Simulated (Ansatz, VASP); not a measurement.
Given: the input of a run of VASP 6.6.1 on WS2.

Contents of INCAR:

```
ALGO = Normal ; EDIFF = 1E-6
ENCUT = 520 ; GGA = PE
ISIF = 2 ; ISMEAR = -1
LASPH = T ; LCHARG = F
LREAL = F ; LWAVE = F
NBANDS = 35 ; NELM = 60
PREC = Accurate ; SIGMA = 0.05
```

The input KPOINTS:

```
k-points
0
Gamma
  8 8 2
```

The input POSCAR:

```
WS2
1.0
    3.1800000000      0.0000000000      0.0000000000
   -1.5900000000      2.7539607840      0.0000000000
    0.0000000000      0.0000000000     12.2500000000
W S
2 4
Direct
    0.6666666667      0.3333333333      0.7500000000
    0.3333333333      0.6666666667      0.2500000000
    0.6666666667      0.3333333333      0.3750000000
    0.3333333333      0.6666666667      0.8750000000
    0.6666666667      0.3333333333      0.1250000000
    0.3333333333      0.6666666667      0.6250000000
```

Potentials or basis: VASP PAW PBE potentials, release 64 (W_sv, S).

Run with:

```bash
$ cat potpaw_PBE.64/W_sv/POTCAR potpaw_PBE.64/S/POTCAR > POTCAR
$ mpirun -np 1 vasp_std > vasp.out
```

Task: Set up the same calculation for Ansatz 0.2.0. Potentials there: Ansatz PAW.

Result: As run (the cutoff follows the program's own potentials):

input.yaml

```yaml
crystal:
  lattice:
    - [3.18, 0.0, 0.0]
    - [-1.59, 2.753960784, 0.0]
    - [0.0, 0.0, 12.25]
  atoms:
    - { symbol: W, position: [0.6666666667, 0.3333333333, 0.75] }
    - { symbol: W, position: [0.3333333333, 0.6666666667, 0.25] }
    - { symbol: S, position: [0.6666666667, 0.3333333333, 0.375] }
    - { symbol: S, position: [0.3333333333, 0.6666666667, 0.875] }
    - { symbol: S, position: [0.6666666667, 0.3333333333, 0.125] }
    - { symbol: S, position: [0.3333333333, 0.6666666667, 0.625] }
hamiltonian:
  xc: pbe
  pseudopotentials: { kind: paw }
kpoints:
  mp_grid: { grid: [8, 8, 2] }
scf:
  occupations: { method: fermi_dirac, width: 0.05 }
output:
  forces: true
  stress: true
  eigenvalues: true
```

Potentials or basis: Ansatz PAW.

The run is started by

```sh
$ ansatz run input.yaml --threads 2 --pin off --max-ram 5632MiB --backend cpu --events-out ev --progress --plain --runs-dir out
```

Both were run:

|  | VASP | Ansatz | Ansatz less VASP |
| --- | --- | --- | --- |
| gap on the k mesh at the Fermi level (eV) | 1.11 | 1.10 | -0.017 |
| least direct gap on the mesh (eV) | 2.10 | 2.09 | -0.014 |
| pressure (GPa) | 5.9 | 5.9 | +0.03 |
| traceless stress, the component that is largest in VASP (GPa) | 3.93 | 3.92 | -0.003 |
| rms of the force components (eV/Å) | 0.358 | 0.357 | -0.0009 |

Atom by atom the forces differ by 0.001 eV/Å (rms over components).

Spin-orbit coupling is off throughout.
